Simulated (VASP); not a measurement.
Wanted: the native input for a VASP 6.6.1 run.

```
Task                   : relaxation of the atoms
Functional             : PBEsol
Potentials or basis    : VASP PAW PBE potentials, release 64 (Si, Ti_sv)
Cutoff                 : 520 eV
k mesh                 : 2 × 2 × 2
Occupations            : gaussian, width 0.02 eV
Spin                   : no spin polarisation
Dipole correction      : no
Further INCAR settings : LREAL = Auto; ALGO = Normal; EDIFF = 1e-06; IBRION = 2; EDIFFG = -0.03; NSW = 80
```

The structure of TiSi16 (a cell with a defect) lies in POSCAR:

```
TiSi16
1.0
    0.0000000000      5.4300000000      5.4300000000
    5.4300000000      0.0000000000      5.4300000000
    5.4300000000      5.4300000000      0.0000000000
Si Ti
16 1
Direct
    0.0000000000      0.0000000000      0.0000000000
    0.1250000000      0.1250000000      0.1250000000
    0.0000000000      0.0000000000      0.5000000000
    0.1250000000      0.1250000000      0.6250000000
    0.0000000000      0.5000000000      0.0000000000
    0.1250000000      0.6250000000      0.1250000000
    0.0000000000      0.5000000000      0.5000000000
    0.1250000000      0.6250000000      0.6250000000
    0.5000000000      0.0000000000      0.0000000000
    0.6250000000      0.1250000000      0.1250000000
    0.5000000000      0.0000000000      0.5000000000
    0.6250000000      0.1250000000      0.6250000000
    0.5000000000      0.5000000000      0.0000000000
    0.6250000000      0.6250000000      0.1250000000
    0.5000000000      0.5000000000      0.5000000000
    0.6250000000      0.6250000000      0.6250000000
    0.2365471600      0.2579542300      0.2555988000
```

One way to write it, as run:

INCAR

```
SYSTEM = TiSi16
PREC = Accurate ; ENCUT = 520
EDIFF = 1E-6 ; ISMEAR = 0
SIGMA = 0.02 ; LREAL = Auto
LASPH = .TRUE. ; NELM = 60
ALGO = Normal ; ISIF = 2
LWAVE = .FALSE. ; LCHARG = .FALSE.
GGA = PS ; IBRION = 2
NSW = 80 ; EDIFFG = -0.03
```

KPOINTS

```
regular mesh
0
G
  2 2 2
  0 0 0
```

Potentials or basis: VASP PAW PBE potentials, release 64 (Si, Ti_sv).

Command:

```console
$ cat potpaw_PBE.64/Si/POTCAR potpaw_PBE.64/Ti_sv/POTCAR > POTCAR
$ mpirun -np 1 vasp_std > vasp.out
```

It gave:

```json
{"Energy gained by relaxing": "25.0 meV/atom", "Ionic steps": "8", "Pressure after relaxing": "2.1 GPa", "Largest force after relaxing": "0.019 eV/Å", "Band gap on the k mesh": "zero (bands 38 and 39 overlap by 0.39 eV)"}
```

Caveat: the k points lie up to 0.50 Å⁻¹ apart; the PAW data sets were made with another functional, which shifts forces and pressure a little.

Wall time 34 min on 1 thread of Oxide Virtual Turin-like Processor, with other jobs on the host, peak memory 0.53 GiB.
